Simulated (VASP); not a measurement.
# Ag (Im-3m) in VASP: notebook

The runs below take Ag through single point, relaxation of cell and atoms, with PBEsol.

All numbers are computed with VASP 6.6.1; they aren't measurements. Logs are shortened: lines on timing, memory, paths and dates and some standing lists are left out, and cuts for length are marked.

**1. The cell of the first run**

It takes space group Im-3m (No. 229, cubic). The conventional cell has a = 3.225 Å, b = 3.225 Å, c = 3.225 Å, α = 90.00°, β = 90.00°, γ = 90.00°. Within 3.7 Å of Ag (site symmetry m-3m) lie 14 Ag at 2.79 to 3.23 Å.

**2. Single point, PBEsol**

Contents of INCAR:

```
SYSTEM = Ag
ALGO = Fast
EDIFF = 1E-6
ENCUT = 520
GGA = PS
ISIF = 2
ISMEAR = 0
LASPH = .True.
LCHARG = .False.
LREAL = .False.
LWAVE = .False.
NBANDS = 12
NELM = 100
PREC = Accurate
SIGMA = 0.1
```

Contents of KPOINTS:

```
k-points
0
Gamma
  18 18 18
  0 0 0
```

Contents of POSCAR:

```
Ag
1.0
   -1.6126428505      1.6126428505      1.6126428505
    1.6126428505     -1.6126428505      1.6126428505
    1.6126428505      1.6126428505     -1.6126428505
Ag
1
Direct
    0.0000000000      0.0000000000      0.0000000000
```

Potentials or basis: VASP PAW PBE potentials, release 64 (Ag).

Run with:

```bash
$ cat potpaw_PBE.64/Ag/POTCAR > POTCAR
$ mpirun -np 1 vasp_std > vasp.out
```

OUTCAR:

```text
SYSTEM = Ag
   EDIFF = 1E-6
   ENCUT = 520
   GGA = PS
   ISIF = 2
   ISMEAR = 0
   LASPH = .True.
   LREAL = .False.
   NELM = 100
   PREC = Accurate

 ion  position               nearest neighbor table
   1  0.000  0.000  0.000-

  LATTYP: Found a body centered cubic cell.
 ALAT       =     3.2252857010

  Lattice vectors:

 A1 = (  -1.6126428505,   1.6126428505,   1.6126428505)
 A2 = (   1.6126428505,  -1.6126428505,   1.6126428505)
 A3 = (   1.6126428505,   1.6126428505,  -1.6126428505)

Analysis of symmetry for initial positions (statically):
=====================================================================
 Subroutine PRICEL returns:
 Original cell was already a primitive cell.

 Routine SETGRP: Setting up the symmetry group for a
 body centered cubic supercell.

 Subroutine GETGRP returns: Found 48 space group operations
 (whereof 48 operations were pure point group operations)
 out of a pool of 48 trial point group operations.

The static configuration has the point symmetry O_h .

Analysis of symmetry for dynamics (positions and initial velocities):
=====================================================================
 Subroutine PRICEL returns:
 Original cell was already a primitive cell.

 Routine SETGRP: Setting up the symmetry group for a
 body centered cubic supercell.

 Subroutine GETGRP returns: Found 48 space group operations
 (whereof 48 operations were pure point group operations)
 out of a pool of 48 trial point group operations.

The dynamic configuration has the point symmetry O_h .

 Subroutine INISYM returns: Found 48 space group operations
 (whereof 48 operations are pure point group operations),
 and found     1 'primitive' translations

----------------------------------------------------------------------------------------

                                     Primitive cell

  volume of cell :      16.7755

  direct lattice vectors                    reciprocal lattice vectors
    -1.612642850  1.612642850  1.612642850     0.000000000  0.310050052  0.310050052
     1.612642850 -1.612642850  1.612642850     0.310050052  0.000000000  0.310050052
     1.612642850  1.612642850 -1.612642850     0.310050052  0.310050052  0.000000000

  length of vectors
     2.793179352  2.793179352  2.793179352     0.438476989  0.438476989  0.438476989

  position of ions in fractional coordinates (direct lattice)
     0.000000000  0.000000000  0.000000000

  ion indices of the primitive-cell ions
   primitive index   ion index
                 1           1

----------------------------------------------------------------------------------------

 KPOINTS: k-points

Automatic generation of k-mesh.
 Grid dimensions read from file:
 generate k-points for:   18   18   18

 Generating k-lattice:

  Cartesian coordinates                     Fractional coordinates (reciprocal lattice)
     0.000000000  0.017225003  0.017225003     0.055555556  0.000000000  0.000000000
     0.017225003  0.000000000  0.017225003     0.000000000  0.055555556  0.000000000
     0.017225003  0.017225003  0.000000000     0.000000000  0.000000000  0.055555556

  Length of vectors
     0.024359833  0.024359833  0.024359833

  Shift w.r.t. Gamma in fractional coordinates (k-lattice)
     0.000000000  0.000000000  0.000000000

 Subroutine IBZKPT returns following result:
 ===========================================

 Found    195 irreducible k-points:

 Following reciprocal coordinates:
            Coordinates               Weight
  0.000000  0.000000  0.000000      1.000000
  0.055556  0.000000  0.000000     12.000000
  0.111111  0.000000  0.000000     12.000000
  0.166667  0.000000  0.000000     12.000000
  0.222222  0.000000  0.000000     12.000000
  0.277778  0.000000  0.000000     12.000000
[... 16 lines left out ...]
  0.333333  0.111111  0.000000     48.000000
  0.388889  0.111111  0.000000     48.000000
 [... further k-points ...]
   k-points           NKPTS =    195   k-points in BZ     NKDIM =    195   number of bands    NBANDS=     12
   number of dos      NEDOS =    301   number of ions     NIONS =      1
   total plane-waves  NPLWV =  13824
   dimension x,y,z NGX =    24 NGY =   24 NGZ =   24
   dimension x,y,z NGXF=    48 NGYF=   48 NGZF=   48
   ions per type =               1
   NGX,Y,Z   is equivalent  to a cutoff of  14.28, 14.28, 14.28 a.u.
   NGXF,Y,Z  is equivalent  to a cutoff of  28.57, 28.57, 28.57 a.u.
 SYSTEM =  Ag
   PREC   = accura    normal or accurate (medium, high low for compatibility)
   ISTART =      0    job   : 0-new  1-cont  2-samecut
   ICHARG =      2    charge: 1-file 2-atom 10-const
   ISPIN  =      1    spin polarized calculation?
   LNONCOLLINEAR =      F non collinear calculations
   LSORBIT =      F    spin-orbit coupling
   LASPH  =      T    aspherical Exc in radial PAW
   ENCUT  =  520.0 eV  38.22 Ry    6.18 a.u.   5.19  5.19  5.19*2*pi/ulx,y,z
   NELM   =    100;   NELMIN=  2; NELMDL= -5     # of ELM steps
   EDIFF  = 0.1E-05   stopping-criterion for ELM
   LREAL  =      F    real-space projection
   EDIFFG = 0.1E-04   stopping-criterion for IOM
   NSW    =      0    number of steps for IOM
   IBRION =     -1    ionic relax: 0-MD 1-quasi-New 2-CG
   NFREE  =      0    steps in history (QN), initial steepest desc. (CG)
   ISIF   =      2    stress and relaxation
   ISYM   =      2    0-nonsym 1-usesym 2-fastsym
   POTIM  = 0.5000    time-step for ionic-motion
   TEBEG  =    0.0;   TEEND  =   0.0 temperature during run
   PSTRESS=    0.0 pullay stress
   NELECT =      11.0000    total number of electrons
   NUPDOWN=      -1.0000    fix difference up-down
   EMIN   =  10.00;   EMAX   =-10.00  energy-range for DOS
   EFERMI =   0.00;   METHOD = LEGACY
   ISMEAR =     0;   SIGMA  =   0.10  broadening in eV -4-tet -1-fermi 0-gaus
   EFERMI_NEDOS =   21; number of points for ismear=-14 and -15
   IALGO  =     68    algorithm
   IMIX   =      4    mixing-type and parameters
     AMIX     =   0.40;   BMIX     =  1.00
     AMIX_MAG =   1.60;   BMIX_MAG =  1.00
  volume/ion in A,a.u.               =      16.78       113.21
  Fermi-wavevector in a.u.,A,eV,Ry     =   1.422266  2.687693 27.522422  2.022841
  Thomas-Fermi vector in A             =   2.542988
   LORBIT       =      0    0 simple, 1 ext, 2 COOP (PROOUT), +10 PAW based schemes
   GGA     = PS    functional components
   LHFCALC =     F    Hartree Fock is set to
   AEXX    =    0.0000 exact exchange contribution
   IVDW    =     0    specifies the selected vdW correction
   LEPSILON=     F    determine dielectric tensor
   LRPA    =     F    only Hartree local field effects (RPA)
 non-spin polarized calculation
 RMM-DIIS sequential band-by-band and
 Gauss-broadening in eV      SIGMA  =   0.10
  energy-cutoff  :      520.00
  volume of cell :       16.78
 maximum number of plane-waves:       468
 NGX is ok and might be reduce to    24
   NGX = 11   NGY = 11   NGZ = 11

 number of electron      10.9999997 magnetization

 Free energy of the ion-electron system (eV)
  ---------------------------------------------------
  ext. energy  EPLUGINS =         0.00000000
  ---------------------------------------------------
  free energy    TOTEN  =        -3.26722366 eV

  energy without entropy =       -3.26422615  energy(sigma->0) =       -3.26572491

 E-fermi :   8.4568     XC(G=0): -12.5094

 val. band max:        8.4394737274   @ k =  -0.3889   0.4444   0.1111
 cond. band min:       8.4653321006   @ k =   0.2778   0.1667   0.0556
 fundamental gap:      0.0258583732
 Fermi energy:         8.4567954427

 k-point     1 :       0.0000    0.0000    0.0000
  band No.  band energies     occupation
      1       0.5157      2.00000
      2       3.5090      2.00000
      3       3.5090      2.00000
      4       3.5090      2.00000
      5       4.8952      2.00000
      6       4.8952      2.00000
      7      26.4642      0.00000
      8      26.4642      0.00000
      9      26.4642      0.00000
     10      33.0125      0.00000
     11      33.0127      0.00000
     12      33.0467      0.00000

 k-point     2 :       0.0556    0.0000    0.0000
  band No.  band energies     occupation
      1       0.6195      2.00000
      2       3.4825      2.00000
      3       3.5128      2.00000
      4       3.5696      2.00000
      5       4.8656      2.00000
      6       4.8971      2.00000
      7      26.2307      0.00000
      8      26.4411      0.00000
      9      26.5426      0.00000
     10      31.4705      0.00000
     11      31.7203      0.00000
     12      32.3533      0.00000

 k-point     3 :       0.1111    0.0000    0.0000
  band No.  band energies     occupation
      1       0.9201      2.00000
      2       3.4069      2.00000
      3       3.5255      2.00000
      4       3.7476      2.00000
      5       4.7929      2.00000
      6       4.9032      2.00000
      7      25.3898      0.00000
      8      26.2429      0.00000
      9      26.7651      0.00000
     10      30.3634      0.00000
     11      30.4551      0.00000
     12      30.9212      0.00000

 k-point     4 :       0.1667    0.0000    0.0000
  band No.  band energies     occupation
      1       1.3724      2.00000
      2       3.2933      2.00000
      3       3.5678      2.00000
      4       4.0302      2.00000
      5       4.7173      2.00000
      6       4.9144      2.00000
      7      23.8000      0.00000
      8      25.6406      0.00000
      9      27.0960      0.00000
     10      29.3039      0.00000
     11      29.5877      0.00000
     12      30.2662      0.00000

 k-point     5 :       0.2222    0.0000    0.0000
  band No.  band energies     occupation
      1       1.8473      2.00000
      2       3.1572      2.00000
      3       3.7468      2.00000
      4       4.3958      2.00000
      5       4.6786      2.00000
      6       4.9316      2.00000
      7      21.7228      0.00000
      8      24.7322      0.00000
      9      27.4836      0.00000
     10      27.6964      0.00000
     11      29.3284      0.00000
     12      30.8313      0.00000
[... 228 lines left out ...]
      1       2.3418      2.00000
      2       3.0745      2.00000
      3       3.7466      2.00000
      4       4.6183      2.00000
      5       4.9913      2.00000
      6       5.4817      2.00000
      7      19.6693      0.00000
      8      22.2894      0.00000
      9      24.8842      0.00000
     10      28.0337      0.00000
     11      31.4204      0.00000
     12      31.8439      0.00000

 k-point    22 :       0.2778    0.1111   -0.0000
  band No.  band energies     occupation
      1       2.3377      2.00000
      2       2.9454      2.00000
      3       4.2352      2.00000
      4       4.6875      2.00000
      5       5.0772      2.00000
      6       6.3115      2.00000
      7      17.4547      0.00000
      8      21.5517      0.00000
      9      23.9226      0.00000
     10      28.3957      0.00000
     11      31.7750      0.00000
     12      32.1354      0.00000

 k-point    23 :       0.3333    0.1111    0.0000
  band No.  band energies     occupation
      1       2.2457      2.00000
      2       2.8468      2.00000
      3       4.5654      2.00000
      4       4.7910      2.00000
      5       5.2414      2.00000
      6       7.3818      2.00000
      7      15.3819      0.00000
      8      20.9622      0.00000
      9      23.1780      0.00000
     10      28.6959      0.00000
     11      31.7720      0.00000
     12      32.5622      0.00000

 k-point    24 :       0.3889    0.1111    0.0000
  band No.  band energies     occupation
      1       2.1646      2.00000
      2       2.7854      2.00000
      3       4.7051      2.00000
      4       4.8292      2.00000
      5       5.4636      2.00000
      6       8.5523      0.17686
      7      13.6190      0.00000
      8      20.5755      0.00000
      9      22.7078      0.00000
     10      28.8985      0.00000
     11      31.8332      0.00000
     12      32.6091      0.00000

 [... further k-points ...]

------------------------ aborting loop because EDIFF is reached ----------------------------------------

  FORCE on cell =-STRESS in cart. coord.  units (eV):
  Direction    XX          YY          ZZ          XY          YZ          ZX
  --------------------------------------------------------------------------------------
  -------------------------------------------------------------------------------------
  Total       -0.0107822     -0.0107822     -0.0107822      0.0000000      0.0000000      0.0000000
  in kB       -1.0297804     -1.0297804     -1.0297804      0.0000000      0.0000000      0.0000000
  external PRESSURE =      -1.0297804 kB  Pullay stress =       0.0000000 kB

 VOLUME and BASIS-vectors are now :
 -----------------------------------------------------------------------------
  energy-cutoff  :      520.00
  volume of cell :       16.78
      direct lattice vectors                 reciprocal lattice vectors
    -1.612642850  1.612642850  1.612642850     0.000000000  0.310050052  0.310050052
     1.612642850 -1.612642850  1.612642850     0.310050052  0.000000000  0.310050052
     1.612642850  1.612642850 -1.612642850     0.310050052  0.310050052  0.000000000

 POSITION                                       TOTAL-FORCE (eV/Angst)
 -----------------------------------------------------------------------------------
      0.00000      0.00000      0.00000         0.000000     -0.000000      0.000000
 -----------------------------------------------------------------------------------
    total drift:                               -0.000000      0.000000      0.000000

  FREE ENERGIE OF THE ION-ELECTRON SYSTEM (eV)
  ---------------------------------------------------
  free  energy   TOTEN  =        -3.2672236582 eV

  energy  without entropy=       -3.2642261533  energy(sigma->0) =       -3.26572491
```

Run time: 31 s. Hardware: 1 thread of AMD EPYC 7R43 (Zen 3), shared host; peak memory 0.13 GiB.

Results:

| Property | Result |
| --- | --- |
| Free energy | -3.2672 eV |
| Pressure | -0.1 GPa |

Caveat: the PAW data sets were made with another functional, which shifts forces and pressure a little.

**3. Relaxation of cell and atoms, PBEsol**

This run uses another cell than the first one, of 16.71 Å³/atom, 0.996 times its volume.

Contents of INCAR:

```
PREC = Accurate
ENCUT = 600
EDIFF = 1E-6
ISMEAR = 0
SIGMA = 0.1
LREAL = False
LASPH = True
NELM = 60
ALGO = Normal
ISIF = 3
LWAVE = False
LCHARG = False
GGA = PS
IBRION = 2
NSW = 80
EDIFFG = -0.01
```

Contents of KPOINTS:

```
Automatic mesh
0
Gamma
  18 18 18
```

Contents of POSCAR:

```
Ag
1.0
   -1.6106299995      1.6106299995      1.6106299995
    1.6106299995     -1.6106299995      1.6106299995
    1.6106299995      1.6106299995     -1.6106299995
Ag
1
Direct
    0.0000000000      0.0000000000      0.0000000000
```

Potentials or basis: VASP PAW PBE potentials, release 64 (Ag).

Run with:

```bash
$ cat potpaw_PBE.64/Ag/POTCAR > POTCAR
$ mpirun -np 1 vasp_std > vasp.out
```

OUTCAR:

```text
PREC = Accurate
   ENCUT = 600
   EDIFF = 1E-6
   ISMEAR = 0
   LREAL = False
   LASPH = True
   NELM = 60
   ISIF = 3
   GGA = PS
   IBRION = 2
   NSW = 80
   EDIFFG = -0.01

 ion  position               nearest neighbor table
   1  0.000  0.000  0.000-

  LATTYP: Found a body centered cubic cell.
 ALAT       =     3.2212599990

  Lattice vectors:

 A1 = (  -1.6106299995,   1.6106299995,   1.6106299995)
 A2 = (   1.6106299995,  -1.6106299995,   1.6106299995)
 A3 = (   1.6106299995,   1.6106299995,  -1.6106299995)

Analysis of symmetry for initial positions (statically):
=====================================================================
 Subroutine PRICEL returns:
 Original cell was already a primitive cell.

 Routine SETGRP: Setting up the symmetry group for a
 body centered cubic supercell.

 Subroutine GETGRP returns: Found 48 space group operations
 (whereof 48 operations were pure point group operations)
 out of a pool of 48 trial point group operations.

The static configuration has the point symmetry O_h .

Analysis of symmetry for dynamics (positions and initial velocities):
=====================================================================
 Subroutine PRICEL returns:
 Original cell was already a primitive cell.
[... 165 lines left out ...]
  external PRESSURE =       1.9390501 kB  Pullay stress =       0.0000000 kB
[... 57 lines left out ...]
--------------------------------------- Ionic step        3  -------------------------------------------

 number of electron      10.9999997 magnetization

 Free energy of the ion-electron system (eV)
  ---------------------------------------------------
  ext. energy  EPLUGINS =         0.00000000
  ---------------------------------------------------
  free energy    TOTEN  =        -3.26737255 eV

  energy without entropy =       -3.26437633  energy(sigma->0) =       -3.26587444

 E-fermi :   8.4848     XC(G=0): -12.5211

 val. band max:        8.4670700962   @ k =  -0.3889   0.4444   0.1111
 cond. band min:       8.4946493517   @ k =   0.2778   0.1667   0.0556
 fundamental gap:      0.0275792555
 Fermi energy:         8.4848222718

 k-point     1 :       0.0000    0.0000    0.0000
  band No.  band energies     occupation
      1       0.5286      2.00000
      2       3.5291      2.00000
      3       3.5291      2.00000
      4       3.5291      2.00000
      5       4.9196      2.00000
      6       4.9196      2.00000
      7      26.4984      0.00000
      8      26.4984      0.00000
      9      26.4984      0.00000
[... 265 lines left out ...]
 k-point    24 :       0.3889    0.1111    0.0000
  band No.  band energies     occupation
      1       2.1800      2.00000
      2       2.8028      2.00000
      3       4.7286      2.00000
      4       4.8536      2.00000
      5       5.4897      2.00000
      6       8.5790      0.18284
      7      13.6580      0.00000
      8      20.6155      0.00000
      9      22.7499      0.00000

 [... further k-points ...]

------------------------ aborting loop because EDIFF is reached ----------------------------------------

  FORCE on cell =-STRESS in cart. coord.  units (eV):
  Direction    XX          YY          ZZ          XY          YZ          ZX
  --------------------------------------------------------------------------------------
  -------------------------------------------------------------------------------------
  Total       -0.0032886     -0.0032886     -0.0032886      0.0000000      0.0000000      0.0000000
  in kB       -0.3146956     -0.3146956     -0.3146956      0.0000000      0.0000000      0.0000000
  external PRESSURE =      -0.3146956 kB  Pullay stress =       0.0000000 kB
[... 16 lines left out ...]
  FREE ENERGIE OF THE ION-ELECTRON SYSTEM (eV)
  ---------------------------------------------------
  free  energy   TOTEN  =        -3.2673725500 eV

  energy  without entropy=       -3.2643763310  energy(sigma->0) =       -3.26587444

 reached required accuracy - stopping structural energy minimisation
```

OSZICAR:

```text
N       E                     dE             d eps       ncg     rms          rms(c)
DAV:   1     0.497407170690E+02    0.49741E+02   -0.62352E+03  3558   0.125E+03
DAV:   2    -0.320490386120E+01   -0.52946E+02   -0.50718E+02  3607   0.223E+02
DAV:   3    -0.362576470467E+01   -0.42086E+00   -0.42054E+00  4039   0.247E+01
[... 16 lines left out ...]
       N       E                     dE             d eps       ncg     rms          rms(c)
DAV:   1    -0.326757138725E+01   -0.20821E-03   -0.36878E-03  3534   0.748E-01    0.913E-02
DAV:   2    -0.326737594718E+01    0.19544E-03   -0.89900E-04  3527   0.325E-01    0.282E-02
DAV:   3    -0.326737268078E+01    0.32664E-05   -0.78149E-06  3639   0.281E-02    0.184E-02
DAV:   4    -0.326737254996E+01    0.13082E-06   -0.16519E-06  3651   0.121E-02
   3 F= -.32673725E+01 E0= -.32658744E+01  d E =-.165302E-04
```

CONTCAR:

```text
Ag
   1.00000000000000
    -1.6115941786950370    1.6115941786950370    1.6115941786950370
     1.6115941786950370   -1.6115941786950370    1.6115941786950370
     1.6115941786950370    1.6115941786950370   -1.6115941786950370
  Ag
     1
Direct
     0.0000000000000000    0.0000000000000000    0.0000000000000000

  0.00000000E+00  0.00000000E+00  0.00000000E+00
```

Wall time 46 s (1 thread of AMD EPYC 7R43 (Zen 3), shared host); peak memory 0.14 GiB.

Results:

* Free energy: -3.2674 eV
* Relaxed volume: 16.74 Å³/atom
* Relaxed cell: a = 2.791 Å, b = 2.791 Å, c = 2.791 Å, α = 109.47°, β = 109.47°, γ = 109.47°
* Space group after relaxing (to 0.05 Å): Im-3m (No. 229)
* Energy gained by relaxing: 0.0 meV/atom
* Ionic steps: 3
* Pressure after relaxing: 0.0 GPa

Final structure:
```xyz
1
Lattice="-1.6116 1.6116 1.6116 1.6116 -1.6116 1.6116 1.6116 1.6116 -1.6116" Properties=species:S:1:pos:R:3 pbc="T T T"
Ag    0.0000    0.0000    0.0000
```

Caveat: the PAW data sets were made with another functional, which shifts forces and pressure a little.
